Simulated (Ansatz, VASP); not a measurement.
Two plane-wave programs on WF2

The input INCAR:

```
ALGO = Fast
EDIFF = 1E-6
EDIFFG = -0.01
ENCUT = 600
GGA = PE
IBRION = 2
ISIF = 3
ISMEAR = 0
LASPH = T
LCHARG = F
LREAL = F
LWAVE = F
NELM = 100
NSW = 100
PREC = Accurate
SIGMA = 0.1
```

File KPOINTS:

```
k-points
0
Gamma
  6 6 14
```

Contents of POSCAR:

```
WF2
1.0
    5.8926593052      0.0000000000      0.0000000000
    0.0000000000      5.8926593052      0.0000000000
    0.0000000000      0.0000000000      2.4531993801
W F
2 4
Direct
    0.0000000000      0.0000000000      0.0000000000
    0.5000000000      0.5000000000      0.5000000000
    0.2457756166      0.2457756166      0.0000000000
    0.7542243834      0.7542243834      0.0000000000
    0.7457756166      0.2542243834      0.5000000000
    0.2542243834      0.7457756166      0.5000000000
```

Input for Ansatz:

```yaml
crystal:
  lattice:
    - [5.8926593187, 0.0, 0.0]
    - [0.0, 5.8926593187, 0.0]
    - [0.0, 0.0, 2.453199383]
  atoms:
    - { symbol: W, position: [0.0, 0.0, 0.0] }
    - { symbol: W, position: [0.5, 0.5, 0.5] }
    - { symbol: F, position: [0.2457756166, 0.2457756166, 0.0] }
    - { symbol: F, position: [0.7542243834, 0.7542243834, 0.0] }
    - { symbol: F, position: [0.7457756166, 0.2542243834, 0.5] }
    - { symbol: F, position: [0.2542243834, 0.7457756166, 0.5] }
basis:
  ecutwfc: 420
kpoints:
  mp_grid: { grid: [6, 6, 14] }
hamiltonian:
  xc: pbe
scf:
  occupations: { method: gaussian, width: 0.1 }
output:
  forces: true
  stress: true
  eigenvalues: true
relax:
  adjacent_minimum: "off"
  f_tol: 0.01
  max_steps: 80
  cell: { stress_tol: 0.05 }
```

Alike in both runs: task relaxation of cell and atoms; functional PBE; k mesh 6 × 6 × 14; occupations gaussian, width 0.1 eV; no spin polarisation.

|  | VASP | Ansatz |
| --- | --- | --- |
| version | VASP 6.6.1 | Ansatz 0.2.0 |
| potentials or method | VASP PAW PBE potentials, release 64 (W_sv, F), cutoff 600 eV | scalar-relativistic, plane waves, PAW |
| valence electrons in the cell | 56 | 56 |

|  | VASP | Ansatz | Ansatz less VASP |
| --- | --- | --- | --- |
| gap on the k mesh at the Fermi level, each at its own relaxed structure (eV) | none | none | - |
| relaxed volume (Å³/atom) | 14.29 | 14.27 | -0.023 |
| relaxed length of the cell vector where the two differ most in proportion (Å) | 2.482 | 2.477 | -0.0055 |

A gap of «none» marks a metal or a gap that the smearing closes.

Spin-orbit coupling is off throughout.
